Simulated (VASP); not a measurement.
# Mg2BeSeO2: relaxation of cell and atoms with PBE

Mg2BeSeO2:

```
CELL_PARAMETERS angstrom
2.46929 -4.72463 0.00000
2.46929 4.72463 0.00000
0.00000 0.00000 4.28976
ATOMIC_POSITIONS crystal
Mg 0.17555 0.82445 0.50000
Mg 0.82445 0.17555 0.50000
Be 0.50000 0.50000 0.50000
Se 0.00000 0.00000 0.50000
O 0.00000 0.00000 0.21439
O 0.00000 0.00000 0.78561
```

| Item | Value |
| --- | --- |
| Program | VASP 6.6.1 |
| Task | relaxation of cell and atoms |
| Functional | PBE |
| Potentials or basis | VASP PAW PBE potentials, release 64 (Mg, Be, Se, O) |
| Cutoff | 600 eV |
| k mesh | 4 × 4 × 4 |
| Occupations | gaussian, width 0.1 eV |
| Spin | no spin polarisation |
| Dipole correction | no |
| Further INCAR settings | ALGO = Normal; EDIFF = 1e-07; IBRION = 2; EDIFFG = -0.04; NSW = 90; ISIF = 3 |

| Quantity | Value |
| --- | --- |
| Relaxed volume | 29.12 Å³/atom |
| Relaxed cell | a = 5.687 Å, b = 5.687 Å, c = 6.419 Å, α = 90.00°, β = 90.00°, γ = 122.68° |
| Space group after relaxing (to 0.05 Å) | Cmmm (No. 65) |
| Energy gained by relaxing | 6840.8 meV/atom |
| Ionic steps | 28 |
| Pressure after relaxing | 0.0 GPa |
| Largest force after relaxing | 0.037 eV/Å |
| Band gap on the k mesh | zero (band 12 reaches -0.29 eV, above the bottom of band 13 at -0.59 eV) |

Forces in eV/Å, atoms in the order of the input:
```
Mg   0.000  0.037  0.000
Mg   0.000 -0.037  0.000
Be   0.000  0.000  0.000
Se   0.000  0.000  0.000
O    0.000  0.000 -0.002
O    0.000  0.000  0.002
```

Step by step:
| step | energy change (eV) | largest force (eV/Å) | pressure (GPa) | volume (Å³) |
| --- | --- | --- | --- | --- |
| 1 | 0.0000 | 62.9189 | 149.14 | 100.09 |
| 2 | 16065.2200 | 126793.7649 | 2095.36 | 440.67 |
| 3 | -21.2040 | 43.4326 | 93.42 | 100.34 |
| 4 | -16.1139 | 2.5073 | -15.15 | 381.73 |
| 5 | -39.5532 | 3.9116 | -4.35 | 191.27 |
| 6 | -39.7372 | 3.8300 | -3.55 | 185.53 |
| 7 | -40.1707 | 1.6499 | 0.44 | 162.31 |
| 8 | -39.6625 | 2.3593 | 10.14 | 129.76 |
| 9 | -40.1952 | 1.0518 | 1.53 | 158.50 |
| 10 | -40.1991 | 1.2101 | 1.24 | 159.80 |
| 11 | -40.2872 | 0.7665 | 2.42 | 159.45 |
| 12 | -40.2887 | 0.7692 | 2.28 | 159.49 |
| 13 | -40.4360 | 0.7680 | 1.30 | 164.80 |
| 14 | -40.6967 | 0.6824 | -1.24 | 181.20 |
| 15 | -40.7204 | 0.6988 | -2.09 | 188.28 |
| 16 | -40.8420 | 0.4597 | -2.39 | 189.31 |
| 17 | -40.8860 | 0.6439 | -2.47 | 190.10 |
| 18 | -40.9671 | 0.0981 | -1.03 | 184.08 |
| 19 | -40.9735 | 0.3943 | -0.47 | 182.05 |
| 20 | -40.9968 | 0.1091 | -0.31 | 179.63 |
| 21 | -41.0033 | 0.4907 | -0.16 | 177.69 |
| 22 | -41.0226 | 0.2822 | 0.15 | 175.78 |
| 23 | -41.0352 | 0.0974 | 0.63 | 172.99 |
| 24 | -41.0427 | 0.1138 | 0.23 | 173.89 |
| 25 | -41.0434 | 0.2022 | 0.06 | 174.28 |
| 26 | -41.0441 | 0.1165 | 0.04 | 174.74 |
| 27 | -41.0444 | 0.0420 | 0.04 | 174.58 |
| 28 | -41.0445 | 0.0370 | 0.02 | 174.71 |

Final structure:
```xyz
6
Lattice="2.7275 -4.9898 0.0000 2.7275 4.9898 0.0000 0.0000 0.0000 6.4187" Properties=species:S:1:pos:R:3 pbc="T T T"
Mg    2.7275    2.5527    3.2093
Mg    2.7275   -2.5527    3.2093
Be    2.7275    0.0000    3.2093
Se    0.0000    0.0000    3.2093
O     0.0000    0.0000    5.7602
O     0.0000    0.0000    0.6584
```

Levels at points of the mesh, in eV from the Fermi level:
| k point | band 10 | band 11 | band 12 | band 13 | band 14 | band 15 |
| --- | --- | --- | --- | --- | --- | --- |
| (0.00, 0.00, 0.00) | -1.57 | -0.15 | -0.10 | 0.29 | 0.70 | 0.82 |
| (0.50, 0.00, 0.00) | -1.23 | -0.32 | -0.17 | 0.83 | 1.94 | 2.14 |
| (0.50, 0.50, 0.00) | -1.31 | -0.33 | -0.12 | -0.11 | 2.34 | 2.60 |
| (0.00, 0.00, 0.50) | -0.65 | 0.07 | 0.12 | 0.35 | 0.74 | 0.85 |
| (0.50, 0.00, 0.50) | -0.10 | 0.01 | 0.10 | 0.93 | 1.37 | 2.18 |
| (0.50, 0.50, 0.50) | -0.21 | -0.20 | 0.11 | 0.17 | 1.60 | 2.57 |

It took 22 min on 1 thread of Intel(R) Xeon(R) Platinum 8488C (Sapphire Rapids), on a shared host, peak memory 0.33 GiB.

Caveat: the k points lie up to 0.33 Å⁻¹ apart in the final cell; the volume moved by over 15 % at a fixed basis, so the end points are rough.
